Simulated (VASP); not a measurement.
Set up this calculation in VASP 6.6.1, as the native input.

```yaml
Task: single point
Functional: PBEsol
Potentials_or_basis: VASP PAW PBE potentials, release 64 (Pd)
Cutoff: 520 eV
k_mesh: 20 × 20 × 20
Occupations: gaussian, width 0.15 eV
Spin: no spin polarisation
Dipole_correction: no
Further_INCAR_settings: ALGO = Normal; EDIFF = 1e-06; NBANDS = 11
```

The structure of Pd lies in POSCAR:

```
Pd
1.0
    0.0000000000      1.9449000000      1.8671040000
    1.9449000000      0.0000000000      1.8671040000
    1.9449000000      1.9449000000      0.0000000000
Pd
1
Direct
    0.0000000000      0.0000000000      0.0000000000
```

This cell differs from its parent crystal: strain +0.000 along x and y, -0.040 along z.

One way to write it, as run:

INCAR

```
PREC = Accurate ; ENCUT = 520
EDIFF = 1E-6 ; ISMEAR = 0
SIGMA = 0.15 ; LREAL = F
LASPH = T ; NELM = 60
ALGO = Normal ; ISIF = 2
LWAVE = F ; LCHARG = F
GGA = PS ; NBANDS = 11
```

KPOINTS

```
regular mesh
0
Gamma
  20 20 20
```

Potentials or basis: VASP PAW PBE potentials, release 64 (Pd).

Run with:

```console
$ cat potpaw_PBE.64/Pd/POTCAR > POTCAR
$ mpirun -np 1 vasp_std > vasp.out
```

Results of the run:

```json
{"Pressure": "6.3 GPa", "Band gap on the k mesh": "zero (bands 5 and 6 overlap by 1.84 eV)"}
```

Caveat: the cell differs from its parent crystal (strain +0.000 along x and y, -0.040 along z); the cell stands under pressure; the PAW data sets were made with another functional, which shifts forces and pressure a little.

It took 92 s on 1 thread of Intel Xeon 8259CL, with other jobs on the host, peak memory 0.21 GiB.
